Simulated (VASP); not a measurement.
Set up this calculation in VASP 6.6.1, as the native input.

| Property | Result |
| --- | --- |
| Task | single point |
| Functional | PBE |
| Dispersion | D3(BJ) |
| Potentials or basis | VASP PAW PBE potentials, release 64 (Se, Pt) |
| Cutoff | 520 eV |
| k mesh | 9 × 9 × 1 |
| Occupations | gaussian, width 0.02 eV |
| Spin | no spin polarisation |
| Dipole correction | yes |
| Further INCAR settings | ALGO = Normal; EDIFF = 1e-06; NBANDS = 18 |

The structure of PtSe2 lies in POSCAR:

```
PtSe2
1.0
    3.7069017607      0.0000000000      0.0000000000
   -1.8534508804      3.2102710941      0.0000000000
    0.0000000000      0.0000000000     31.1214999583
Se Pt
2 1
Direct
    0.6666666667      0.3333333333      0.4574342126
    0.3333333333      0.6666666667      0.5425657874
    0.0000000000      0.0000000000      0.5000000000
```

One way to write it, as run:

INCAR

```
PREC = Accurate
ENCUT = 520
EDIFF = 1E-6
ISMEAR = 0
SIGMA = 0.02
LREAL = False
LASPH = True
NELM = 100
ALGO = Normal
ISIF = 2
LWAVE = False
LCHARG = True
LDIPOL = True
IDIPOL = 3
DIPOL = 0.5 0.5 0.500
GGA = PE
IVDW = 12
LELF = True
LVHAR = True
LVACPOTAV = True
NBANDS = 18
```

KPOINTS

```
Automatic mesh
0
Gamma
  9 9 1
```

Potentials or basis: VASP PAW PBE potentials, release 64 (Se, Pt).

The run is started by

```sh
$ cat potpaw_PBE.64/Se/POTCAR potpaw_PBE.64/Pt/POTCAR > POTCAR
$ mpirun -np 1 vasp_std > vasp.out
```

It gave:

```yaml
Band_gap_on_the_k_mesh: 1.35 eV, indirect (least direct gap 1.58 eV)
Dispersion_energy_per_atom: -0.299 eV
Ionisation_potential_of_the_upper_face: 5.65 eV
```

Caveat: spin-orbit coupling is left out, which moves the levels of the heavy elements.

Wall time 68 s on 1 thread of AMD EPYC 9R45 96-Core Processor (Zen 5), on a shared host, peak memory 0.45 GiB.
